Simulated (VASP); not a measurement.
A run of VASP 6.6.1:

POSCAR

```
SiC
1.0
    3.0754984732      0.0000000000      0.0000000000
   -1.5377492366      2.6634598071      0.0000000000
    0.0000000000      0.0000000000      5.0485506836
Si C
2 2
Direct
    0.3333333333      0.6666666667     -0.0376596689
    0.6666666667      0.3333333333      0.4623403311
    0.3333333333      0.6666666667      0.4126596689
    0.6666666667      0.3333333333      0.9126596689
```

File INCAR.step1:

```
PREC = Accurate
ENCUT = 520
ISMEAR = 0
SIGMA = 0.01
LREAL = F
LASPH = T
NELM = 80
NBANDS = 16
GGA = PE
ALGO = Normal
EDIFF = 1E-4
LWAVE = T
LCHARG = F
```

INCAR.step2

```
PREC = Accurate
ENCUT = 520
EDIFF = 1E-6
ISMEAR = 0
SIGMA = 0.01
LREAL = F
LASPH = T
NELM = 80
ALGO = Normal
ISIF = 2
LWAVE = F
LCHARG = F
METAGGA = R2SCAN
LMIXTAU = T
NBANDS = 16
ISTART = 1
```

Contents of KPOINTS:

```
Automatic mesh
0
Gamma
  9 9 6
```

Potentials or basis: VASP PAW PBE potentials, release 64 (Si, C).

Command:

```sh
$ cat potpaw_PBE.64/Si/POTCAR potpaw_PBE.64/C/POTCAR > POTCAR
$ cp INCAR.step1 INCAR
$ mpirun -np 1 vasp_std > vasp.out
$ cp INCAR.step2 INCAR
$ mpirun -np 1 vasp_std > vasp.out
```

Hardware: 1 thread of Intel(R) Xeon(R) 6975P-C (Granite Rapids) (shared host).

Q: How long does it take, and how much memory?

A: Wall time 87 s on 1 thread of Intel(R) Xeon(R) 6975P-C (Granite Rapids), on a shared host, peak memory 0.17 GiB. Counts: k points 48.
